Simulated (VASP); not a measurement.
Here is a VASP 6.6.1 calculation.

The input INCAR:

```
  PREC = Accurate
  ENCUT = 520
  EDIFF = 1E-7
  ISMEAR = 1
  SIGMA = 0.01
  LREAL = False
  LASPH = True
  NELM = 60
  ALGO = Normal
  ISIF = 2
  LWAVE = False
  LCHARG = False
  GGA = PE
  NBANDS = 15
```

The input KPOINTS:

```
regular mesh
0
Gamma
  4 4 4
```

Contents of POSCAR:

```
KBr
1.0
   -0.0242900000      3.3333800000      3.3340700000
    3.3419900000     -0.0061400000      3.3159300000
    3.3214300000      3.2946800000      0.0144100000
K Br
1 1
Direct
    0.9705600000      0.0155700000      0.9679800000
    0.5028194398      0.4675376219      0.5129531691
```

Potentials or basis: VASP PAW PBE potentials, release 64 (K_sv, Br).

Run with:

```sh
$ cat potpaw_PBE.64/K_sv/POTCAR potpaw_PBE.64/Br/POTCAR > POTCAR
$ mpirun -np 1 vasp_std > vasp.out
```

Task: Predict the largest force.

Result: 0.362 eV/Å.

Task: Predict the band gap on the k mesh.

Result: 4.37 eV.

Task: Estimate the pressure.

Result: 0.8 GPa.

Stress tensor (GPa, compression positive):
```
0.15 0.07 0.01
0.07 1.69 0.02
0.01 0.02 0.41
```

Expect the measured gap to be larger: semilocal functionals such as PBE lack the derivative discontinuity.
